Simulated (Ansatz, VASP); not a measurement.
One calculation of PtSe2, two programs

```
Pt Se
1.0
     3.72400    0.00000    0.00000
    -1.86200    3.22508    0.00000
     0.00000    0.00000    5.06200
Pt Se
1 2
Direct
  0.00000 0.00000 0.00000
  0.66667 0.33333 0.75000
  0.33333 0.66667 0.25000
```

Alike in both runs: task relaxation of cell and atoms; functional PBEsol; k mesh 8 × 8 × 5; occupations fermi-dirac, width 0.05 eV; no spin polarisation.

|  | VASP | Ansatz |
| --- | --- | --- |
| version | VASP 6.6.1 | Ansatz 0.2.0 |
| potentials or method | VASP PAW PBE potentials, release 64 (Pt, Se), cutoff 600 eV | all-electron LAPW, scalar-relativistic |

VASP gave:

| Item | Value |
| --- | --- |
| relaxed volume (Å³/atom) | 19.77 |
| relaxed length of the cell vector where the two differ most in proportion (Å) | 4.848 |

**Question.** What did Ansatz give for the same quantities?

**Answer.** Relaxed volume (Å³/atom): 19.80; relaxed length of the cell vector where the two differ most in proportion (Å): 4.856.

VASP's potentials were made for PBE, not for PBEsol. Ansatz ran all-electron here, and VASP with PAW potentials.

Spin-orbit coupling is off throughout.
